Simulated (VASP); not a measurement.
Runs of VASP 6.6.1 on BN. The structure is that of space group F-43m (No. 216), or close to it. The cells are those of the table. 

```csv
level,potentials or basis,cell,k mesh,cutoff (eV),grid for exact exchange (PRECFOCK),share of exact exchange,screening parameter,gap on the mesh (eV),pressure (GPa)
r2SCAN,"VASP PAW PBE potentials, release 64 (B, N)","a = 2.565, b = 2.565, c = 2.596 Å, angles 59.6, 59.6, 60.8°, 2 atoms",12 × 12 × 12,520,-,-,-,4.52,(c)
HSE06,"VASP PAW PBE potentials, release 64 (B, N)","a = 2.552 Å, angles 60.0°, 2 atoms",8 × 8 × 8,520,Normal,0.25,0.2079 1/Å,5.78,-3.9
r2SCAN,"VASP PAW PBE potentials, release 64 (B, N)","a = 2.623, b = 2.623, c = 2.552 Å, angles 60.9, 60.9, 58.2°, 2 atoms",12 × 12 × 12,520,-,-,-,(a),-17.9
r2SCAN,"VASP PAW PBE potentials, release 64 (B, N)","a = 2.552, b = 2.526, c = 2.526 Å, angles 60.7, 59.7, 59.7°, 2 atoms",12 × 12 × 12,520,-,-,-,(b),9.7
r2SCAN,"VASP PAW PBE potentials, release 64 (B_h, N_h)","a = 2.552 Å, angles 60.0°, 2 atoms",12 × 12 × 12,1460,-,-,-,5.00,-0.4
```

Alike in all rows: task single point; no spin polarisation; smearing gaussian 0.01 eV.

Task: Estimate the missing entries.

Result: (a) 4.44; (b) 4.62; (c) -8.8.

Caveats: the PAW data sets were made with another functional, which shifts forces and pressure a little; the stress differs along the axes, from -14 to 1 GPa (at least some runs); the cell stands under tension (at least some runs); the stress differs along the axes, from -41 to -6 GPa (at least some runs); the stress differs along the axes, from 5 to 18 GPa (at least some runs).

A k mesh can miss the band edges.
